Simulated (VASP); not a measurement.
A run of VASP 6.6.1 is set up as follows.

INCAR

```
ALGO = Normal ; EDIFF = 1E-6
ENCUT = 520 ; GGA = PE
ISIF = 2 ; ISMEAR = 0
LASPH = T ; LCHARG = F
LREAL = F ; LWAVE = F
NBANDS = 20 ; NELM = 60
PREC = Accurate ; SIGMA = 0.1
```

KPOINTS

```
k-points
0
Gamma
  6 6 6
```

Contents of POSCAR:

```
TaSi3
1.0
   -1.9033384811      1.9033384811      4.2516132305
    1.9033384811     -1.9033384811      4.2516132305
    1.9033384811      1.9033384811     -4.2516132305
Ta Si
1 3
Direct
    0.0000000000      0.0000000000      0.0000000000
    0.5000000000      0.5000000000      0.0000000000
    0.2500000000      0.7500000000      0.5000000000
    0.7500000000      0.2500000000      0.5000000000
```

Potentials or basis: VASP PAW PBE potentials, release 64 (Ta_pv, Si).

Command:

```bash
$ cat potpaw_PBE.64/Ta_pv/POTCAR potpaw_PBE.64/Si/POTCAR > POTCAR
$ mpirun -np 1 vasp_std > vasp.out
```

(1) Predict the pressure.

Answers

(1) -5.6 GPa.

Caveat: the k points lie up to 0.39 Å⁻¹ apart.
